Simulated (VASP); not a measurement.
# OF3 (Im-3m) in VASP: notebook, part 2 of 2

VASP 6.6.1. Earlier steps stand in the parts before.

**4. Relaxation of cell and atoms, PBE+D3(BJ), collinear spin, ferromagnetic start**

This run uses another cell than the first one, of 13.46 Å³/atom, 1.149 times its volume.

File INCAR:

```
SYSTEM = OF3
ALGO     = Normal         ! electronic algorithm
EDIFF    = 1E-6           ! SCF threshold, eV
EDIFFG   = -0.04          ! ionic threshold
ENCUT    = 600            ! plane-wave cutoff, eV
GGA      = PE             ! functional
IBRION   = 2              ! ionic algorithm
ISIF     = 3              ! what is computed and relaxed
ISMEAR   = 0              ! smearing method
ISPIN    = 2              ! spin polarisation
IVDW     = 12             ! dispersion correction
LASPH    = .True.         ! aspherical terms in the spheres
LCHARG   = .False.        ! write CHGCAR
LORBIT   = 11             ! projections on sites
LREAL    = .False.        ! projectors in reciprocal space
LWAVE    = .False.        ! write WAVECAR
MAGMOM   = 1 1 1 1        ! initial moments
NELM     = 150            ! most SCF steps
NSW      = 90             ! ionic steps
PREC     = Accurate       ! precision mode
SIGMA    = 0.1            ! smearing width, eV
```

File KPOINTS:

```
k-points
0
Gamma
  6 6 6
  0 0 0
```

File POSCAR:

```
OF3
1.0
   -2.3787732100      2.3787732100      2.3787732100
    2.3787732100     -2.3787732100      2.3787732100
    2.3787732100      2.3787732100     -2.3787732100
O F
1 3
Direct
    0.0000000000      0.0000000000      0.0000000000
    0.0000000000      0.5000000000      0.5000000000
    0.5000000000      0.0000000000      0.5000000000
    0.5000000000      0.5000000000      0.0000000000
```

Potentials or basis: VASP PAW PBE potentials, release 64 (O, F).

Started as:

```sh
$ cat potpaw_PBE.64/O/POTCAR potpaw_PBE.64/F/POTCAR > POTCAR
$ mpirun -np 1 vasp_std > vasp.out
```

OUTCAR:

```text
SYSTEM = OF3
   EDIFF = 1E-6
   EDIFFG = -0.04
   ENCUT = 600
   GGA = PE
   IBRION = 2
   ISIF = 3
   ISMEAR = 0
   ISPIN = 2
   IVDW = 12
   LASPH = .True.
   LORBIT = 11
   LREAL = .False.
   NELM = 150
   NSW = 90
   PREC = Accurate
 IVDW          = 12

 ion  position               nearest neighbor table
   1  0.000  0.000  0.000-
   2  0.000  0.500  0.500-
   3  0.500  0.000  0.500-
   4  0.500  0.500  0.000-

  LATTYP: Found a body centered cubic cell.
 ALAT       =     4.7575464200

  Lattice vectors:

 A1 = (  -2.3787732100,   2.3787732100,   2.3787732100)
 A2 = (   2.3787732100,  -2.3787732100,   2.3787732100)
 A3 = (   2.3787732100,   2.3787732100,  -2.3787732100)

Analysis of symmetry for initial positions (statically):
=====================================================================
 Subroutine PRICEL returns:
 Original cell was already a primitive cell.

 Routine SETGRP: Setting up the symmetry group for a
 body centered cubic supercell.

 Subroutine GETGRP returns: Found 48 space group operations
 (whereof 48 operations were pure point group operations)
 out of a pool of 48 trial point group operations.

The static configuration has the point symmetry O_h .

Analysis of symmetry for dynamics (positions and initial velocities):
=====================================================================
 Subroutine PRICEL returns:
 Original cell was already a primitive cell.

 Routine SETGRP: Setting up the symmetry group for a
 body centered cubic supercell.

 Subroutine GETGRP returns: Found 48 space group operations
 (whereof 48 operations were pure point group operations)
 out of a pool of 48 trial point group operations.

The dynamic configuration has the point symmetry O_h .

Analysis of structural, dynamic, and magnetic symmetry:
=====================================================================
 Subroutine PRICEL returns:
 Original cell was already a primitive cell.

 Routine SETGRP: Setting up the symmetry group for a
 body centered cubic supercell.

 Subroutine GETGRP returns: Found 48 space group operations
[... 123 lines left out ...]
   GGA     = PE    functional components
   LHFCALC =     F    Hartree Fock is set to
   AEXX    =    0.0000 exact exchange contribution
   IVDW    =    12    specifies the selected vdW correction
   LEPSILON=     F    determine dielectric tensor
   LRPA    =     F    only Hartree local field effects (RPA)
 conjugate gradient relaxation of ions
 spin polarized calculation
 Gauss-broadening in eV      SIGMA  =   0.10
  energy-cutoff  :      600.00
  volume of cell :       53.84
 maximum number of plane-waves:      1865
 NGX is ok and might be reduce to    36
   NGX = 17   NGY = 17   NGZ = 17

--------------------------------------- Ionic step        1  -------------------------------------------

 number of electron      27.0000015 magnetization       5.0012724

 Free energy of the ion-electron system (eV)
  ---------------------------------------------------
  ext. energy  EPLUGINS =         0.00000000
  ---------------------------------------------------
  free energy    TOTEN  =        -6.92459824 eV

  energy without entropy =       -6.90701183  energy(sigma->0) =       -6.91580503

------------------------ aborting loop because EDIFF is reached ----------------------------------------

 Edisp (eV)   -0.21574

 E8    (eV) :    -0.0489
[... 117 lines left out ...]
--------------------------------------- Ionic step        4  -------------------------------------------

 number of electron      27.0000014 magnetization       5.0000006

 Free energy of the ion-electron system (eV)
  ---------------------------------------------------
  ext. energy  EPLUGINS =         0.00000000
  ---------------------------------------------------
  free energy    TOTEN  =        -7.03373302 eV

  energy without entropy =       -7.01722674  energy(sigma->0) =       -7.02547988

 E-fermi :  -2.8937     XC(G=0):  -9.4884

 val. band max:       -2.9055698781   @ k =   0.3333   0.1667   0.0000
 cond. band min:      -2.8821647157   @ k =   0.5000   0.5000   0.1667
 fundamental gap:      0.0234051624
 Fermi energy:        -2.8937235186

 spin component 1

 k-point     1 :       0.0000    0.0000    0.0000
  band No.  band energies     occupation
      1     -25.4930      1.00000
      2     -23.8577      1.00000
      3     -23.8577      1.00000
      4     -21.0944      1.00000
      5      -7.4490      1.00000
      6      -7.4490      1.00000
[... 328 lines left out ...]
      5      -8.4180      1.00000
      6      -8.4180      1.00000
[... 11 lines left out ...]
     18      14.2409      0.00000
     19      14.2409      0.00000
 Fermi energy:        -2.8937235186

 spin component 2

 k-point     1 :       0.0000    0.0000    0.0000
  band No.  band energies     occupation
      1     -23.8427      1.00000
      2     -22.1306      1.00000
      3     -22.1306      1.00000
      4     -17.0205      1.00000
      5      -5.4390      1.00000
      6      -5.4390      1.00000
[... 376 lines left out ...]
  FREE ENERGIE OF THE ION-ELECTRON SYSTEM (eV)
  ---------------------------------------------------
  free  energy   TOTEN  =        -7.2868910213 eV

  energy  without entropy=       -7.2703847430  energy(sigma->0) =       -7.27863788

 reached required accuracy - stopping structural energy minimisation

 total charge

# of ion       s       p       d       tot
------------------------------------------
    1        1.651   2.793   0.000   4.444
    2        1.762   4.047   0.000   5.808
    3        1.762   4.047   0.000   5.808
    4        1.762   4.047   0.000   5.808
--------------------------------------------------
tot          6.936  14.933   0.000  21.869

 magnetization (x)

# of ion       s       p       d       tot
------------------------------------------
    1        0.018   1.914   0.000   1.932
    2        0.006   0.846   0.000   0.852
    3        0.006   0.846   0.000   0.852
    4        0.006   0.846   0.000   0.852
--------------------------------------------------
tot          0.037   4.451   0.000   4.488
```

It took 82 s on 1 thread of Intel Xeon 6975P-C (Granite Rapids), shared host; peak memory 0.25 GiB.

What came out:

```
Free energy                                           : -7.2869 eV
Relaxed volume                                        : 11.53 Å³/atom
Relaxed cell                                          : a = 3.913 Å, b = 3.913 Å, c = 3.913 Å, α = 109.47°, β = 109.47°, γ = 109.47°
Space group after relaxing (to 0.05 Å)                : Im-3m (No. 229)
Energy gained by relaxing                             : 36.6 meV/atom
Ionic steps                                           : 4
Pressure after relaxing                               : 0.1 GPa
Band gap on the k mesh                                : zero (filled and empty bands overlap)
Net moment                                            : 5.00 μB per cell
Site moments                                          : O +1.93; F +0.85 μB
Valence electrons inside the program's atomic spheres : O 4.44; F 5.81
Dispersion energy per atom                            : -0.063 eV
```

The path:
```
step  energy change (eV)  largest force (eV/Å)  pressure (GPa)  volume (Å³)
   1              0.0000                0.0000           -5.21        53.84
   2             -0.0935                0.0000           -3.63        50.50
   3             -0.1456                0.0000           -0.60        46.79
   4             -0.1465                0.0000            0.13        46.14
```

Final structure:
```yaml
crystal:
  lattice:
    - [-2.25939, 2.25939, 2.25939]
    - [2.25939, -2.25939, 2.25939]
    - [2.25939, 2.25939, -2.25939]
  atoms:
    - { symbol: O, position: [0.00000, 0.00000, 0.00000] }
    - { symbol: F, position: [0.00000, 0.50000, 0.50000] }
    - { symbol: F, position: [0.50000, 0.00000, 0.50000] }
    - { symbol: F, position: [0.50000, 0.50000, 0.00000] }
```

Caveat: pairwise dispersion overbinds metals, which lowers pressure and volume.

**5. Single point, PBE+D3(BJ), collinear spin, ferromagnetic start**

This run uses another cell than the first one, of 11.67 Å³/atom, 0.996 times its volume.

File INCAR:

```
SYSTEM = OF3
  ALGO = Normal
  EDIFF = 1E-7
  ENCUT = 520
  GGA = PE
  ISIF = 2
  ISMEAR = 0
  ISPIN = 2
  IVDW = 12
  LASPH = .TRUE.
  LCHARG = .FALSE.
  LORBIT = 11
  LREAL = .FALSE.
  LWAVE = .FALSE.
  MAGMOM = 2.38 1 1 1
  NBANDS = 26
  NELM = 150
  PREC = Accurate
  SIGMA = 0.1
```

File KPOINTS:

```
k-points
0
G
  14 14 14
  0 0 0
```

File POSCAR:

```
OF3
1.0
   -2.2681205195      2.2681205195      2.2681205195
    2.2681205195     -2.2681205195      2.2681205195
    2.2681205195      2.2681205195     -2.2681205195
O F
1 3
Direct
    0.0000000000      0.0000000000      0.0000000000
    0.0000000000      0.5000000000      0.5000000000
    0.5000000000      0.0000000000      0.5000000000
    0.5000000000      0.5000000000      0.0000000000
```

Potentials or basis: VASP PAW PBE potentials, release 64 (O, F).

Started as:

```sh
$ cat potpaw_PBE.64/O/POTCAR potpaw_PBE.64/F/POTCAR > POTCAR
$ mpirun -np 1 vasp_std > vasp.out
```

OUTCAR:

```text
SYSTEM = OF3
   EDIFF = 1E-7
   ENCUT = 520
   GGA = PE
   ISIF = 2
   ISMEAR = 0
   ISPIN = 2
   IVDW = 12
   LASPH = .TRUE.
   LORBIT = 11
   LREAL = .FALSE.
   NELM = 150
   PREC = Accurate
 IVDW          = 12

 ion  position               nearest neighbor table
   1  0.000  0.000  0.000-
   2  0.000  0.500  0.500-
   3  0.500  0.000  0.500-
   4  0.500  0.500  0.000-

  LATTYP: Found a body centered cubic cell.
 ALAT       =     4.5362410390

  Lattice vectors:

 A1 = (  -2.2681205195,   2.2681205195,   2.2681205195)
 A2 = (   2.2681205195,  -2.2681205195,   2.2681205195)
 A3 = (   2.2681205195,   2.2681205195,  -2.2681205195)

Analysis of symmetry for initial positions (statically):
=====================================================================
 Subroutine PRICEL returns:
 Original cell was already a primitive cell.

 Routine SETGRP: Setting up the symmetry group for a
 body centered cubic supercell.
[... 1548 lines left out ...]

 Edisp (eV)   -0.25022

 E8    (eV) :    -0.0569

  FORCE on cell =-STRESS in cart. coord.  units (eV):
  Direction    XX          YY          ZZ          XY          YZ          ZX
  --------------------------------------------------------------------------------------
  -------------------------------------------------------------------------------------
  Total      -0.17198    -0.17198    -0.17198    -0.00000    -0.00000     0.00000
  in kB      -5.90386    -5.90386    -5.90386    -0.00000    -0.00000     0.00000
  external pressure =       -5.90 kB  Pullay stress =        0.00 kB

 VOLUME and BASIS-vectors are now :
 -----------------------------------------------------------------------------
  energy-cutoff  :      520.00
  volume of cell :       46.67
      direct lattice vectors                 reciprocal lattice vectors
    -2.268120520  2.268120520  2.268120520     0.000000000  0.220446839  0.220446839
     2.268120520 -2.268120520  2.268120520     0.220446839  0.000000000  0.220446839
     2.268120520  2.268120520 -2.268120520     0.220446839  0.220446839  0.000000000

 POSITION                                       TOTAL-FORCE (eV/Angst)
 -----------------------------------------------------------------------------------
      0.00000      0.00000      0.00000        -0.000000     -0.000000      0.000000
      2.26812      0.00000      0.00000         0.000000      0.000000      0.000000
      0.00000      2.26812      0.00000        -0.000000      0.000000     -0.000000
      0.00000      0.00000      2.26812        -0.000000     -0.000000     -0.000000
 -----------------------------------------------------------------------------------
    total drift:                                0.000000     -0.000000      0.000000

  FREE ENERGIE OF THE ION-ELECTRON SYSTEM (eV)
  ---------------------------------------------------
  free  energy   TOTEN  =        -7.2894218430 eV

  energy  without entropy=       -7.2814767353  energy(sigma->0) =       -7.28544929

 total charge

# of ion       s       p       d       tot
------------------------------------------
    1        1.655   2.790   0.000   4.445
    2        1.766   4.043   0.000   5.810
    3        1.766   4.043   0.000   5.810
    4        1.766   4.043   0.000   5.810
--------------------------------------------------
tot          6.954  14.919   0.000  21.874

 magnetization (x)

# of ion       s       p       d       tot
------------------------------------------
    1        0.018   1.915   0.000   1.933
    2        0.006   0.844   0.000   0.851
    3        0.006   0.844   0.000   0.851
    4        0.006   0.844   0.000   0.851
--------------------------------------------------
tot          0.037   4.448   0.000   4.485
```

Run time: 2.2 min. Hardware: 1 thread of Intel Xeon 6975P-C (Granite Rapids), shared host; peak memory 0.3 GiB.

Results:

```
Free energy                                           : -7.2894 eV
Pressure                                              : -0.6 GPa
Band gap on the k mesh                                : zero (filled and empty bands overlap)
Net moment                                            : 5.00 μB per cell
Site moments                                          : O +1.93; F +0.85 μB
Valence electrons inside the program's atomic spheres : O 4.45; F 5.81
Dispersion energy per atom                            : -0.063 eV
```

Caveat: pairwise dispersion overbinds metals, which lowers pressure and volume.

**6. Summary**

```tsv
task	cell	k mesh	cutoff (eV)	gap on the mesh (eV)	pressure (GPa)	moment (μB)
single point	a = 3.933 Å, angles 109.5°, 4 atoms	6 × 6 × 6	520	none	-0.6	5.00
single point	a = 4.120 Å, angles 109.5°, 4 atoms	6 × 6 × 6	520	none	-5.3	5.00
relaxation of cell and atoms	relaxed from a = 4.120 Å, angles 109.5°, 4 atoms	6 × 6 × 6	600	none	0.1	5.00
single point	a = 3.928 Å, angles 109.5°, 4 atoms	14 × 14 × 14	520	none	-0.6	5.00
```

Alike in all rows: level PBE+D3(BJ); potentials or basis VASP PAW PBE potentials, release 64 (O, F); spin collinear, ferromagnetic start; smearing gaussian 0.1 eV.

Caveats: pairwise dispersion overbinds metals, which lowers pressure and volume.

Absolute energies hang on the potentials; compare differences alone.
